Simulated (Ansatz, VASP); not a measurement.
One calculation of NaCl, two programs

```
CELL_PARAMETERS angstrom
2.86000 0.00000 0.00000
0.00000 2.86000 0.00000
0.00000 0.00000 2.86000
ATOMIC_POSITIONS crystal
Na 0.00000 0.00000 0.00000
Cl 0.50000 0.50000 0.50000
```

Alike in both runs: task electric field gradients; functional PBEsol; k mesh 9 × 9 × 9; occupations fermi-dirac, width 0.03 eV; no spin polarisation.

|  | VASP | Ansatz |
| --- | --- | --- |
| version | VASP 6.6.1 | Ansatz 0.2.0 |
| potentials or method | VASP PAW PBE potentials, release 64 (Na_pv, Cl) | PAW with Ansatz's default frozen-core files, scalar-relativistic |
| plane-wave cutoff (eV) | 520 | 420 |
| valence electrons in the cell | 14 | 16 |

```tsv
	VASP	Ansatz	Ansatz less VASP
gap on the k mesh at the Fermi level (eV)	4.56	4.50	-0.056
```

VASP's potentials were made for PBE, not for PBEsol. VASP's potentials hold 14 valence electrons a cell and Ansatz's 16, so a difference there can come from the potentials and not from the codes.
